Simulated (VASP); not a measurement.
# PtSe (Fm-3m) in VASP: notebook

Runs on PtSe. Level: PBE. Tasks: relaxation of cell and atoms.

All numbers are computed with VASP 6.6.1; they aren't measurements. Logs are shortened: lines on timing, memory, paths and dates and some standing lists are left out, and cuts for length are marked.

## Step 1: The cell of the first run

The structure is cubic, space group Fm-3m (No. 225). The conventional cell has a = 5.597 Å, b = 5.597 Å, c = 5.597 Å, α = 90.00°, β = 90.00°, γ = 90.00°. Within 3.7 Å of Pt (site symmetry m-3m) lie 6 Se at 2.80 Å. Within 3.7 Å of Se (site symmetry m-3m) lie 6 Pt at 2.80 Å.

## Step 2: Relaxation of cell and atoms, PBE, target pressure 2 GPa, at which the enthalpy is minimised

Contents of INCAR:

```
SYSTEM = PtSe
PREC = Accurate
ENCUT = 600
EDIFF = 1E-6
ISMEAR = -1
SIGMA = 0.05
LREAL = .FALSE.
LASPH = .TRUE.
NELM = 80
ALGO = Normal
ISIF = 3
LWAVE = .FALSE.
LCHARG = .FALSE.
GGA = PE
IBRION = 2
NSW = 60
EDIFFG = -0.01
PSTRESS = 20.0
```

Contents of KPOINTS:

```
Automatic mesh
0
G
  8 8 8
  0 0 0
```

Contents of POSCAR:

```
PtSe
1.0
    0.0000000000      2.7984111300      2.7984111300
    2.7984111300      0.0000000000      2.7984111300
    2.7984111300      2.7984111300      0.0000000000
Pt Se
1 1
Direct
    0.5000000000      0.5000000000      0.5000000000
    0.0000000000      0.0000000000      0.0000000000
```

Potentials or basis: VASP PAW PBE potentials, release 64 (Pt, Se).

On the command line:

```
cat potpaw_PBE.64/Pt/POTCAR potpaw_PBE.64/Se/POTCAR > POTCAR
mpirun -np 1 vasp_std > vasp.out
```

OUTCAR:

```text
SYSTEM = PtSe
   PREC = Accurate
   ENCUT = 600
   EDIFF = 1E-6
   ISMEAR = -1
   LREAL = .FALSE.
   LASPH = .TRUE.
   NELM = 80
   ISIF = 3
   GGA = PE
   IBRION = 2
   NSW = 60
   EDIFFG = -0.01
   PSTRESS = 20.0

 ion  position               nearest neighbor table
   1  0.500  0.500  0.500-   2 2.80   2 2.80   2 2.80   2 2.80   2 2.80   2 2.80
   2  0.000  0.000  0.000-   1 2.80   1 2.80   1 2.80   1 2.80   1 2.80   1 2.80

  LATTYP: Found a face centered cubic cell.
 ALAT       =     5.5968222600

  Lattice vectors:

 A1 = (   0.0000000000,   2.7984111300,   2.7984111300)
 A2 = (   2.7984111300,   0.0000000000,   2.7984111300)
 A3 = (   2.7984111300,   2.7984111300,   0.0000000000)

Analysis of symmetry for initial positions (statically):
=====================================================================
 Subroutine PRICEL returns:
 Original cell was already a primitive cell.

 Routine SETGRP: Setting up the symmetry group for a
 face centered cubic supercell.

 Subroutine GETGRP returns: Found 48 space group operations
 (whereof 48 operations were pure point group operations)
 out of a pool of 48 trial point group operations.

The static configuration has the point symmetry O_h .

Analysis of symmetry for dynamics (positions and initial velocities):
=====================================================================
 Subroutine PRICEL returns:
 Original cell was already a primitive cell.

 Routine SETGRP: Setting up the symmetry group for a
 face centered cubic supercell.

 Subroutine GETGRP returns: Found 48 space group operations
 (whereof 48 operations were pure point group operations)
 out of a pool of 48 trial point group operations.

The dynamic configuration has the point symmetry O_h .

 Subroutine INISYM returns: Found 48 space group operations
 (whereof 48 operations are pure point group operations),
 and found     1 'primitive' translations

----------------------------------------------------------------------------------------

                                     Primitive cell

  volume of cell :      43.8293

  direct lattice vectors                    reciprocal lattice vectors
     0.000000000  2.798411130  2.798411130    -0.178672817  0.178672817  0.178672817
     2.798411130  0.000000000  2.798411130     0.178672817 -0.178672817  0.178672817
     2.798411130  2.798411130  0.000000000     0.178672817  0.178672817 -0.178672817

  length of vectors
     3.957550973  3.957550973  3.957550973     0.309470397  0.309470397  0.309470397

  position of ions in fractional coordinates (direct lattice)
     0.500000000  0.500000000  0.500000000
     0.000000000  0.000000000  0.000000000

  ion indices of the primitive-cell ions
   primitive index   ion index
                 1           1
                 2           2

----------------------------------------------------------------------------------------

 KPOINTS: Automatic mesh

Automatic generation of k-mesh.
 Grid dimensions read from file:
 generate k-points for:    8    8    8

 Generating k-lattice:

  Cartesian coordinates                     Fractional coordinates (reciprocal lattice)
    -0.022334102  0.022334102  0.022334102     0.125000000  0.000000000  0.000000000
     0.022334102 -0.022334102  0.022334102     0.000000000  0.125000000  0.000000000
     0.022334102  0.022334102 -0.022334102     0.000000000  0.000000000  0.125000000

  Length of vectors
     0.038683800  0.038683800  0.038683800

  Shift w.r.t. Gamma in fractional coordinates (k-lattice)
     0.000000000  0.000000000  0.000000000

 Subroutine IBZKPT returns following result:
 ===========================================

 Found     29 irreducible k-points:

 Following reciprocal coordinates:
            Coordinates               Weight
  0.000000  0.000000  0.000000      1.000000
  0.125000  0.000000  0.000000      8.000000
  0.250000  0.000000  0.000000      8.000000
  0.375000  0.000000  0.000000      8.000000
  0.500000  0.000000  0.000000      4.000000
  0.125000  0.125000  0.000000      6.000000
[... 16 lines left out ...]
  0.500000  0.250000  0.125000     48.000000
 -0.375000  0.250000  0.125000     24.000000
 [... further k-points ...]
   k-points           NKPTS =     29   k-points in BZ     NKDIM =     29   number of bands    NBANDS=     12
   number of dos      NEDOS =    301   number of ions     NIONS =      2
   total plane-waves  NPLWV =  32768
   dimension x,y,z NGX =    32 NGY =   32 NGZ =   32
   dimension x,y,z NGXF=    64 NGYF=   64 NGZF=   64
   ions per type =               1   1
   NGX,Y,Z   is equivalent  to a cutoff of  13.44, 13.44, 13.44 a.u.
   NGXF,Y,Z  is equivalent  to a cutoff of  26.88, 26.88, 26.88 a.u.
 SYSTEM =  PtSe
   PREC   = accura    normal or accurate (medium, high low for compatibility)
   ISTART =      0    job   : 0-new  1-cont  2-samecut
   ICHARG =      2    charge: 1-file 2-atom 10-const
   ISPIN  =      1    spin polarized calculation?
   LNONCOLLINEAR =      F non collinear calculations
   LSORBIT =      F    spin-orbit coupling
   LASPH  =      T    aspherical Exc in radial PAW
   ENCUT  =  600.0 eV  44.10 Ry    6.64 a.u.   7.90  7.90  7.90*2*pi/ulx,y,z
   NELM   =     80;   NELMIN=  2; NELMDL= -5     # of ELM steps
   EDIFF  = 0.1E-05   stopping-criterion for ELM
   LREAL  =      F    real-space projection
   EDIFFG = -.1E-01   stopping-criterion for IOM
   NSW    =     60    number of steps for IOM
   IBRION =      2    ionic relax: 0-MD 1-quasi-New 2-CG
   NFREE  =      1    steps in history (QN), initial steepest desc. (CG)
   ISIF   =      3    stress and relaxation
   ISYM   =      2    0-nonsym 1-usesym 2-fastsym
   POTIM  = 0.5000    time-step for ionic-motion
   TEBEG  =    0.0;   TEEND  =   0.0 temperature during run
   PSTRESS=   20.0 pullay stress
   NELECT =      16.0000    total number of electrons
   NUPDOWN=      -1.0000    fix difference up-down
   EMIN   =  10.00;   EMAX   =-10.00  energy-range for DOS
   EFERMI =   0.00;   METHOD = LEGACY
   ISMEAR =    -1;   SIGMA  =   0.05  broadening in eV -4-tet -1-fermi 0-gaus
   EFERMI_NEDOS =   21; number of points for ismear=-14 and -15
   IALGO  =     38    algorithm
   IMIX   =      4    mixing-type and parameters
     AMIX     =   0.40;   BMIX     =  1.00
     AMIX_MAG =   1.60;   BMIX_MAG =  1.00
  volume/ion in A,a.u.               =      21.91       147.89
  Fermi-wavevector in a.u.,A,eV,Ry     =   1.170020  2.211017 18.625654  1.368947
  Thomas-Fermi vector in A             =   2.306485
   LORBIT       =      0    0 simple, 1 ext, 2 COOP (PROOUT), +10 PAW based schemes
   GGA     = PE    functional components
   LHFCALC =     F    Hartree Fock is set to
   AEXX    =    0.0000 exact exchange contribution
   IVDW    =     0    specifies the selected vdW correction
   LEPSILON=     F    determine dielectric tensor
   LRPA    =     F    only Hartree local field effects (RPA)
 conjugate gradient relaxation of ions
 non-spin polarized calculation
  energy-cutoff  :      600.00
  volume of cell :       43.83
 maximum number of plane-waves:      1476
   NGX = 15   NGY = 15   NGZ = 15

--------------------------------------- Ionic step        1  -------------------------------------------

 number of electron      15.9999999 magnetization

 Free energy of the ion-electron system (eV)
  ---------------------------------------------------
  ext. energy  EPLUGINS =         0.00000000
  ---------------------------------------------------
  free energy    TOTEN  =        -9.28168128 eV

  energy without entropy =       -9.27135114  energy(sigma->0) =       -9.27651621

------------------------ aborting loop because EDIFF is reached ----------------------------------------

  FORCE on cell =-STRESS in cart. coord.  units (eV):
  Direction    XX          YY          ZZ          XY          YZ          ZX
  --------------------------------------------------------------------------------------
  -------------------------------------------------------------------------------------
  Total       -3.9783737     -3.9783737     -3.9783737     -0.0000000      0.0000000      0.0000000
  in kB     -145.4291977   -145.4291977   -145.4291977     -0.0000000      0.0000000      0.0000000
  external PRESSURE =    -165.4291977 kB  Pullay stress =      20.0000000 kB
[... 23 lines left out ...]
  enthalpy is  TOTEN    =        -8.7345595469 eV   P V=        0.5471217341

--------------------------------------- Ionic step        2  -------------------------------------------

 number of electron      15.9999999 magnetization

 E-fermi :  10.3901     XC(G=0): -12.4160

 val. band max:       10.2672474907   @ k =   0.3750   0.3750   0.0000
 cond. band min:      10.4214694223   @ k =   0.5000   0.2500   0.0000
 fundamental gap:      0.1542219316
 Fermi energy:        10.3901022541

 k-point     1 :       0.0000    0.0000    0.0000
  band No.  band energies     occupation
      1      -6.5364      2.00000
      2       6.0608      2.00000
      3       6.0608      2.00000
      4       6.0608      2.00000
      5       6.1763      2.00000
      6       6.1763      2.00000
      7       8.5694      2.00000
      8       8.5694      2.00000
      9       8.5694      2.00000
     10      12.9278      0.00000
     11      19.4810      0.00000
     12      22.5908      0.00000
[... 532 lines left out ...]
  enthalpy is  TOTEN    =        -9.1973855976 eV   P V=        0.4556820083

--------------------------------------- Ionic step        7  -------------------------------------------

 number of electron      16.0000001 magnetization

 Free energy of the ion-electron system (eV)
  ---------------------------------------------------
  ext. energy  EPLUGINS =         0.00000000
  ---------------------------------------------------
  free energy    TOTEN  =        -9.65191821 eV

  energy without entropy =       -9.64598943  energy(sigma->0) =       -9.64895382

 E-fermi :   7.7900     XC(G=0): -11.5581

 val. band max:        7.6261348751   @ k =  -0.3750   0.3750   0.0000
 cond. band min:       7.8337283088   @ k =   0.5000   0.5000   0.0000
 fundamental gap:      0.2075934337
 Fermi energy:         7.7900486258

 k-point     1 :       0.0000    0.0000    0.0000
  band No.  band energies     occupation
      1      -7.6040      2.00000
      2       4.5033      2.00000
      3       4.5033      2.00000
      4       4.5033      2.00000
      5       4.5198      2.00000
      6       4.5198      2.00000
      7       6.2638      2.00000
      8       6.2638      2.00000
      9       6.2638      2.00000
     10       9.1551      0.00000
     11      17.5072      0.00000
     12      19.2490      0.00000
[... 374 lines left out ...]
  FREE ENERGIE OF THE ION-ELECTRON SYSTEM (eV)
  ---------------------------------------------------
  free  energy   TOTEN  =        -9.6519182065 eV

  energy  without entropy=       -9.6459894265  energy(sigma->0) =       -9.64895382

  enthalpy is  TOTEN    =        -9.1975083594 eV   P V=        0.4544098471

 reached required accuracy - stopping structural energy minimisation
```

It took 2 min on 1 thread of Intel Xeon 8259CL, shared host; peak memory 0.2 GiB.

Results:

| Quantity | Value |
| --- | --- |
| Free energy | -9.6519 eV |
| Relaxed volume | 18.20 Å³/atom |
| Relaxed cell | a = 3.720 Å, b = 3.720 Å, c = 3.720 Å, α = 60.00°, β = 60.00°, γ = 60.00° |
| Space group after relaxing (to 0.05 Å) | Fm-3m (No. 225) |
| Energy change on relaxing (the enthalpy is what falls) | -185.1 meV/atom |
| Ionic steps | 7 |
| Pressure after relaxing | 2.0 GPa |
| Band gap on the k mesh | zero (band 8 reaches 10.68 eV, above the bottom of band 9 at 6.26 eV) |

The path:
```tsv
step	energy change (eV)	largest force (eV/Å)	pressure (GPa)	volume (Å³)
1	0.0000	0.0000	-14.54	43.83
2	0.1930	0.0000	36.47	30.99
3	-0.3723	0.0000	1.23	36.60
4	-0.3708	0.0000	1.81	36.45
5	-0.3690	0.0000	2.35	36.31
6	-0.3714	0.0000	1.63	36.50
7	-0.3702	0.0000	2.02	36.40
```

Final structure:
```
Pt Se
1.0
     0.00000    2.63047    2.63047
     2.63047    0.00000    2.63047
     2.63047    2.63047    0.00000
Pt Se
1 1
Cartesian
  2.6305 2.6305 2.6305
  0.0000 0.0000 0.0000
```

Caveat: the cell is relaxed towards a set pressure, so the enthalpy falls and the energy may rise; the volume moved by over 15 % at a fixed basis, so the end points are rough; spin-orbit coupling is left out, which moves the levels of the heavy elements.

## Step 3: Relaxation of cell and atoms, PBE, target pressure 5 GPa, at which the enthalpy is minimised

Contents of INCAR:

```
ALGO = Normal ; EDIFF = 1E-6
EDIFFG = -0.01 ; ENCUT = 600
GGA = PE ; IBRION = 2
ISIF = 3 ; ISMEAR = -1
LASPH = True ; LCHARG = False
LREAL = False ; LWAVE = False
NELM = 60 ; NSW = 60
PREC = Accurate ; PSTRESS = 50.0
SIGMA = 0.05
```

Contents of KPOINTS:

```
k-points
0
Gamma
  8 8 8
```

POSCAR is that of step 2.

Potentials or basis: VASP PAW PBE potentials, release 64 (Pt, Se).

On the command line:

```
cat potpaw_PBE.64/Pt/POTCAR potpaw_PBE.64/Se/POTCAR > POTCAR
mpirun -np 1 vasp_std > vasp.out
```

Wall time 1.8 min (1 thread of Intel Xeon 8259CL, shared host); peak memory 0.2 GiB.

It converged, with:

```
Free energy                                            : -9.6363 eV
Relaxed volume                                         : 17.84 Å³/atom
Relaxed cell                                           : a = 3.695 Å, b = 3.695 Å, c = 3.695 Å, α = 60.00°, β = 60.00°, γ = 60.00°
Space group after relaxing (to 0.05 Å)                 : Fm-3m (No. 225)
Energy change on relaxing (the enthalpy is what falls) : -177.3 meV/atom
Ionic steps                                            : 7
Pressure after relaxing                                : 5.0 GPa
Band gap on the k mesh                                 : zero (band 8 reaches 11.07 eV, above the bottom of band 9 at 6.53 eV)
```

Step by step:
```tsv
step	energy change (eV)	largest force (eV/Å)	pressure (GPa)	volume (Å³)
1	0.0000	0.0000	-14.54	43.83
2	0.7907	0.0000	59.65	28.97
3	-0.3636	0.0000	3.57	36.02
4	-0.3575	0.0000	4.58	35.78
5	-0.3529	0.0000	5.23	35.63
6	-0.3566	0.0000	4.70	35.75
7	-0.3546	0.0000	5.01	35.68
```

Final structure:
```xyz
2
Lattice="0.0000 2.6130 2.6130 2.6130 0.0000 2.6130 2.6130 2.6130 0.0000" Properties=species:S:1:pos:R:3 pbc="T T T"
Pt    2.6130    2.6130    2.6130
Se    0.0000    0.0000    0.0000
```

Levels at points of the mesh, in eV from the Fermi level:
```
           k point  band 4  band 5  band 6  band 7  band 8  band 9  band 10  band 11  band 12
(0.00, 0.00, 0.00)   -3.41   -3.38   -3.38   -1.57   -1.57   -1.57     1.49     9.65    11.54
(0.50, 0.00, 0.00)   -5.75   -2.34   -2.34   -1.83    2.97    2.97     3.17     6.15     6.15
(0.50, 0.50, 0.00)   -3.35   -3.35   -2.87   -1.97   -1.97   -1.36     0.07     8.50    11.64
```

Caveat: the cell is relaxed towards a set pressure, so the enthalpy falls and the energy may rise; the volume moved by over 15 % at a fixed basis, so the end points are rough; spin-orbit coupling is left out, which moves the levels of the heavy elements.
